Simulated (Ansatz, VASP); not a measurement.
## ZrB in VASP and in Ansatz

File INCAR:

```
SYSTEM = ZrB
PREC = Accurate
ENCUT = 520
EDIFF = 1E-7
ISMEAR = -1
SIGMA = 0.05
LREAL = .FALSE.
LASPH = .TRUE.
NELM = 150
ALGO = Normal
ISIF = 2
LWAVE = .FALSE.
LCHARG = .FALSE.
MAGMOM = 0 0 0 0 0 0
LORBIT = 11
LSORBIT = .TRUE.
GGA_COMPAT = .FALSE.
LORBMOM = .TRUE.
LMAXMIX = 4
GGA = PE
NBANDS = 27
```

File KPOINTS:

```
regular mesh
0
G
  10 10 10
  0 0 0
```

The input POSCAR:

```
ZrB
1.0
    0.0000000000      2.3250000000      2.3250000000
    2.3250000000      0.0000000000      2.3250000000
    2.3250000000      2.3250000000      0.0000000000
Zr B
1 1
Direct
    0.0000000000      0.0000000000      0.0000000000
    0.5000000000      0.5000000000      0.5000000000
```

Contents of input.yaml:

```yaml
crystal:
  lattice:
    - [0.0, 2.325, 2.325]
    - [2.325, 0.0, 2.325]
    - [2.325, 2.325, 0.0]
  atoms:
    - { symbol: Zr, position: [0.0, 0.0, 0.0] }
    - { symbol: B, position: [0.5, 0.5, 0.5] }
hamiltonian:
  xc: pbe
  pseudopotentials: { kind: paw_fr }
magnetization:
  noncollinear: true
  spin_orbit: true
kpoints:
  mp_grid: { grid: [10, 10, 10] }
scf:
  occupations: { method: fermi_dirac, width: 0.05 }
  mixing: { algorithm: msr1, beta: 0.1 }
output:
  forces: true
  stress: true
  eigenvalues: true
  write_density: true
  write_potential: true
  elf: true
  volumetric_format: npy
```

Alike in both runs: task single point; functional PBE; k mesh 10 × 10 × 10; occupations fermi-dirac, width 0.05 eV; non-collinear spin, spin-orbit coupling.

|  | VASP | Ansatz |
| --- | --- | --- |
| version | VASP 6.6.1 | Ansatz 0.2.0 |
| potentials or method | VASP PAW PBE potentials, release 64 (Zr_sv, B) | Ansatz PAW |
| plane-wave cutoff (eV) | 520 | 420 |
| valence electrons in the cell | 15 | 15 |

```csv
,VASP,Ansatz,Ansatz less VASP
net moment per atom (μB),0.00,0.00,0.000
```
